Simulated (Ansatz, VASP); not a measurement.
## Rh: VASP beside Ansatz

File INCAR:

```
ALGO = Fast ; EDIFF = 1E-6
ENCUT = 520 ; GGA = PE
ISIF = 2 ; ISMEAR = -1
LASPH = True ; LCHARG = False
LREAL = False ; LWAVE = False
NBANDS = 22 ; NELM = 100
PREC = Accurate ; SIGMA = 0.05
```

KPOINTS

```
k-points
0
Gamma
  11 11 6
```

Contents of POSCAR:

```
Rh
1.0
    2.7309790422      0.0000000000      0.0000000000
   -1.3654895211      2.3650972278      0.0000000000
    0.0000000000      0.0000000000      4.4284890000
Rh
2
Direct
    0.3268750000      0.6463710000      0.2421170000
    0.6651250000      0.3500480000      0.7605450000
```

File input.yaml:

```yaml
crystal:
  lattice:
    - [2.7309790422, 0.0, 0.0]
    - [-1.3654895211, 2.3650972278, 0.0]
    - [0.0, 0.0, 4.428489]
  atoms:
    - { symbol: Rh, position: [0.326875, 0.646371, 0.242117] }
    - { symbol: Rh, position: [0.665125, 0.350048, 0.760545] }
hamiltonian:
  xc: pbe
  pseudopotentials: { kind: paw }
kpoints:
  mp_grid: { grid: [11, 11, 6] }
scf:
  occupations: { method: fermi_dirac, width: 0.05 }
output:
  forces: true
  stress: true
  eigenvalues: true
```

Change from the starting cell: atoms moved at random, drawn with an rms of 0.05 Å.

Alike in both runs: task single point; functional PBE; k mesh 11 × 11 × 6; occupations fermi-dirac, width 0.05 eV; no spin polarisation.

```csv
,VASP,Ansatz
version,VASP 6.6.1,Ansatz 0.2.0
potentials or method,"VASP PAW PBE potentials, release 64 (Rh_pv)",Ansatz PAW
plane-wave cutoff (eV),520,420
valence electrons in the cell,30,34
```

Ansatz gave:

* gap on the k mesh at the Fermi level (eV): none
* pressure (GPa): -2.3
* traceless stress, the component that is largest in VASP (GPa): -0.94
* rms of the force components (eV/Å): 0.502

Task: What did VASP give for the same quantities?

Result: gap on the k mesh at the Fermi level (eV): none; pressure (GPa): -2.3; traceless stress, the component that is largest in VASP (GPa): -0.96; rms of the force components (eV/Å): 0.504.

Atom by atom the forces differ by 0.002 eV/Å (rms over components). A gap of «none» marks a metal or a gap that the smearing closes. The functional is the same, so the differences come from potentials, cutoffs and numerics. VASP's potentials hold 30 valence electrons a cell and Ansatz's 34, so a difference there can come from the potentials and not from the codes.
